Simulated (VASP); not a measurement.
# AlN (P6_3mc) in VASP: notebook, part 2 of 2

VASP 6.6.1. The steps go on from the part before.

**5. Single point, LDA (in-plane strain +0.01, then relaxed in part)**

Contents of INCAR:

```
SYSTEM = AlN
PREC = Accurate
ENCUT = 520
EDIFF = 1E-6
ISMEAR = 0
SIGMA = 0.01
LREAL = .FALSE.
LASPH = .TRUE.
NELM = 100
ALGO = Normal
ISIF = 2
LWAVE = .FALSE.
LCHARG = .FALSE.
NBANDS = 16
```

Contents of KPOINTS:

```
Automatic mesh
0
G
  8 8 4
  0 0 0
```

Contents of POSCAR:

```
AlN
1.0
    3.1196577524      0.0000000000      0.0000000000
   -1.5598288762      2.7017028647      0.0000000000
    0.0000000000      0.0000000000      4.9126000807
Al N
2 2
Direct
    0.3333333333      0.6666666667     -0.0025001635
    0.6666666667      0.3333333333      0.4974998365
    0.3333333333      0.6666666667      0.3825001635
    0.6666666667      0.3333333333      0.8825001635
```

Potentials or basis: VASP PAW LDA potentials, release 64 (Al, N).

The run is started by

```bash
$ cat potpaw_LDA.64/Al/POTCAR potpaw_LDA.64/N/POTCAR > POTCAR
$ mpirun -np 1 vasp_std > vasp.out
```

OUTCAR:

```text
SYSTEM = AlN
   PREC = Accurate
   ENCUT = 520
   EDIFF = 1E-6
   ISMEAR = 0
   LREAL = .FALSE.
   LASPH = .TRUE.
   NELM = 100
   ISIF = 2

 ion  position               nearest neighbor table
   1  0.333  0.667  0.997-   4 1.89   4 1.89   4 1.89   3 1.89   2 3.05   2 3.05   2 3.05   2 3.05
                             2 3.05   2 3.05
   2  0.667  0.333  0.497-   3 1.89   3 1.89   3 1.89   4 1.89   1 3.05   1 3.05   1 3.05   1 3.05
                             1 3.05   1 3.05
   3  0.333  0.667  0.383-   2 1.89   2 1.89   2 1.89   1 1.89
   4  0.667  0.333  0.883-   1 1.89   1 1.89   1 1.89   2 1.89

  LATTYP: Found a hexagonal cell.
 ALAT       =     3.1196577524
 C/A-ratio  =     1.5747240469

  Lattice vectors:

 A1 = (   3.1196577524,   0.0000000000,   0.0000000000)
 A2 = (  -1.5598288762,   2.7017028647,   0.0000000000)
 A3 = (   0.0000000000,   0.0000000000,   4.9126000807)

Analysis of symmetry for initial positions (statically):
=====================================================================
 Subroutine PRICEL returns:
 Original cell was already a primitive cell.

 Routine SETGRP: Setting up the symmetry group for a
 hexagonal supercell.

 Subroutine GETGRP returns: Found 12 space group operations
 (whereof  6 operations were pure point group operations)
 out of a pool of 24 trial point group operations.

The static configuration has the point symmetry C_3v.
 The point group associated with its full space group is C_6v.

Analysis of symmetry for dynamics (positions and initial velocities):
=====================================================================
 Subroutine PRICEL returns:
 Original cell was already a primitive cell.

 Routine SETGRP: Setting up the symmetry group for a
 hexagonal supercell.

 Subroutine GETGRP returns: Found 12 space group operations
 (whereof  6 operations were pure point group operations)
 out of a pool of 24 trial point group operations.

The dynamic configuration has the point symmetry C_3v.
 The point group associated with its full space group is C_6v.

[... 119 lines left out ...]
   IALGO  =     38    algorithm
   IMIX   =      4    mixing-type and parameters
     AMIX     =   0.40;   BMIX     =  1.00
     AMIX_MAG =   1.60;   BMIX_MAG =  1.00
  volume/ion in A,a.u.               =      10.35        69.85
  Fermi-wavevector in a.u.,A,eV,Ry     =   1.192421  2.253348 19.345677  1.421867
  Thomas-Fermi vector in A             =   2.328459
   LORBIT       =      0    0 simple, 1 ext, 2 COOP (PROOUT), +10 PAW based schemes
   GGA     = CA    functional components
   LHFCALC =     F    Hartree Fock is set to
   AEXX    =    0.0000 exact exchange contribution
   IVDW    =     0    specifies the selected vdW correction
   LEPSILON=     F    determine dielectric tensor
   LRPA    =     F    only Hartree local field effects (RPA)
 non-spin polarized calculation
 Gauss-broadening in eV      SIGMA  =   0.01
  energy-cutoff  :      520.00
  volume of cell :       41.41
 maximum number of plane-waves:      1140
 NGX is ok and might be reduce to    24
   NGX = 11   NGY = 11   NGZ = 19

 number of electron      16.0000000 magnetization

 Free energy of the ion-electron system (eV)
  ---------------------------------------------------
  ext. energy  EPLUGINS =         0.00000000
  ---------------------------------------------------
  free energy    TOTEN  =       -32.83178197 eV

  energy without entropy =      -32.83178197  energy(sigma->0) =      -32.83178197

 E-fermi :   6.1226     XC(G=0): -11.2831

 val. band max:        6.0822987187   @ k =   0.0000   0.0000   0.0000
 cond. band min:      10.2939779384   @ k =   0.0000   0.0000   0.0000
 fundamental gap:      4.2116792197
 Fermi energy:         6.1225856291

 k-point     1 :       0.0000    0.0000    0.0000
  band No.  band energies     occupation
      1      -9.1087      2.00000
      2      -6.7874      2.00000
      3      -0.0491      2.00000
      4       5.0152      2.00000
      5       5.0152      2.00000
      6       5.7211      2.00000
[... 433 lines left out ...]
      3       0.7975      2.00000
      4       0.7975      2.00000
      5       4.5389      2.00000
      6       4.5389      2.00000
[... 8 lines left out ...]
     15      19.0593      0.00000
     16      19.0593      0.00000

 [... further k-points ...]
[... 5 lines left out ...]
  --------------------------------------------------------------------------------------
  -------------------------------------------------------------------------------------
  Total       -1.0310701     -1.0310701      0.1448646      0.0000000      0.0000000      0.0000000
  in kB      -39.8972372    -39.8972372      5.6055339      0.0000000      0.0000000      0.0000000
  external PRESSURE =     -24.7296468 kB  Pullay stress =       0.0000000 kB

 VOLUME and BASIS-vectors are now :
 -----------------------------------------------------------------------------
  energy-cutoff  :      520.00
  volume of cell :       41.41
      direct lattice vectors                 reciprocal lattice vectors
     3.119657752  0.000000000  0.000000000     0.320547983  0.185068464  0.000000000
    -1.559828876  2.701702865  0.000000000     0.000000000  0.370136928  0.000000000
     0.000000000  0.000000000  4.912600081     0.000000000  0.000000000  0.203558194

 POSITION                                       TOTAL-FORCE (eV/Angst)
 -----------------------------------------------------------------------------------
     -0.00000      1.80114      4.90032        -0.000000      0.000000     -0.003943
      1.55983      0.90057      2.44402         0.000000      0.000000     -0.003943
     -0.00000      1.80114      1.87907         0.000000     -0.000000      0.003943
      1.55983      0.90057      4.33537        -0.000000      0.000000      0.003943
 -----------------------------------------------------------------------------------
    total drift:                               -0.000000      0.000000      0.000187

  FREE ENERGIE OF THE ION-ELECTRON SYSTEM (eV)
  ---------------------------------------------------
  free  energy   TOTEN  =       -32.8317819675 eV

  energy  without entropy=      -32.8317819675  energy(sigma->0) =      -32.83178197
```

OSZICAR:

```text
N       E                     dE             d eps       ncg     rms          rms(c)
DAV:   1     0.367760367829E+02    0.36776E+02   -0.73911E+03   960   0.898E+02
DAV:   2    -0.348412548208E+02   -0.71617E+02   -0.66139E+02  1328   0.179E+02
DAV:   3    -0.378967440967E+02   -0.30555E+01   -0.30483E+01  1176   0.379E+01
DAV:   4    -0.379125611562E+02   -0.15817E-01   -0.15816E-01  1192   0.325E+00
DAV:   5    -0.379127232946E+02   -0.16214E-03   -0.16214E-03  1168   0.321E-01    0.123E+01
DAV:   6    -0.329472522415E+02    0.49655E+01   -0.11366E+01   976   0.240E+01    0.434E+00
DAV:   7    -0.328931499872E+02    0.54102E-01   -0.49890E-01  1168   0.468E+00    0.282E+00
DAV:   8    -0.328342811233E+02    0.58869E-01   -0.69053E-02  1024   0.221E+00    0.342E-01
DAV:   9    -0.328316781835E+02    0.26029E-02   -0.53689E-03  1200   0.526E-01    0.222E-01
DAV:  10    -0.328318333099E+02   -0.15513E-03   -0.59028E-04  1048   0.152E-01    0.116E-01
DAV:  11    -0.328317822770E+02    0.51033E-04   -0.90874E-05  1064   0.703E-02    0.200E-02
DAV:  12    -0.328317819675E+02    0.30957E-06   -0.14187E-06  1008   0.918E-03
   1 F= -.32831782E+02 E0= -.32831782E+02  d E =-.196985E-11
```

stdout:

```text
POSCAR found type information on POSCAR AlN
 POSCAR found :  2 types and       4 ions
 scaLAPACK will be used
 LDA part: xc-table for (Slater(with rela. corr.)+CA(PZ))
 , standard interpolation
 POSCAR, INCAR and KPOINTS ok, starting setup
 FFT: planning ... GRIDC
 FFT: planning ... GRID_SOFT
 FFT: planning ... GRID
 WAVECAR not read
 entering main loop
```

Wall time 29 s (1 thread of AMD EPYC 7R13, shared host); peak memory 0.11 GiB.

What came out:

| Property | Result |
| --- | --- |
| Free energy | -32.8318 eV |
| Pressure | -2.5 GPa |
| Largest force | 0.004 eV/Å |
| Band gap on the k mesh | 4.21 eV, direct |

Forces in eV/Å, atoms in the order of the input:
```
Al   0.000  0.000 -0.004
Al   0.000  0.000 -0.004
N    0.000  0.000  0.004
N    0.000  0.000  0.004
```

Levels at points of the mesh, in eV from the valence-band top:
```tsv
k point	band 4	band 5	band 6	band 7	band 8	band 9	band 10	band 11	band 12	band 13
(0.00, 0.00, 0.00)	-1.07	-1.07	-0.36	-0.36	0.00	4.21	6.36	10.56	10.74	10.74
(0.50, 0.00, 0.00)	-4.27	-3.49	-2.31	-1.89	-0.81	5.50	5.73	8.04	10.11	10.64
(0.00, 0.00, 0.50)	-3.36	-0.72	-0.72	-0.72	-0.72	6.34	6.34	10.18	10.18	11.07
(0.50, 0.00, 0.50)	-5.81	-1.65	-1.65	-1.42	-1.42	5.17	5.17	9.03	9.03	11.70
```

Caveat: the cell differs from its parent crystal (in-plane strain +0.01, then relaxed in part).
